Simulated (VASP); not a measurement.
Here is a VASP 6.6.1 calculation.

The input INCAR:

```
PREC = Accurate
ENCUT = 520
EDIFF = 1E-6
ISMEAR = 1
SIGMA = 0.1
LREAL = False
LASPH = True
NELM = 80
ALGO = Normal
ISIF = 2
LWAVE = False
LCHARG = False
GGA = PE
NBANDS = 15
```

File KPOINTS:

```
regular mesh
0
Gamma
  3 3 3
```

Contents of POSCAR:

```
TaN
1.0
    3.0815710000      0.0000000000      0.0000000000
    1.5407855000      2.6687187696      0.0000000000
    1.5407855000      0.8895729232      2.5160921854
Ta N
1 1
Direct
    0.5000000000      0.5000000000      0.5000000000
    0.0000000000      0.0000000000      0.0000000000
```

Potentials or basis: VASP PAW PBE potentials, release 64 (Ta_pv, N).

The run is started by

```console
$ cat potpaw_PBE.64/Ta_pv/POTCAR potpaw_PBE.64/N/POTCAR > POTCAR
$ mpirun -np 1 vasp_std > vasp.out
```

(1) What does it give for the band gap on the k mesh?

(2) Predict the pressure.

Results:

(1) zero (band 8 reaches 9.93 eV, above the bottom of band 9 at 7.65 eV).

(2) 22.1 GPa.

Caveat: the k points lie up to 0.83 Å⁻¹ apart; spin-orbit coupling is left out, which moves the levels of the heavy elements.
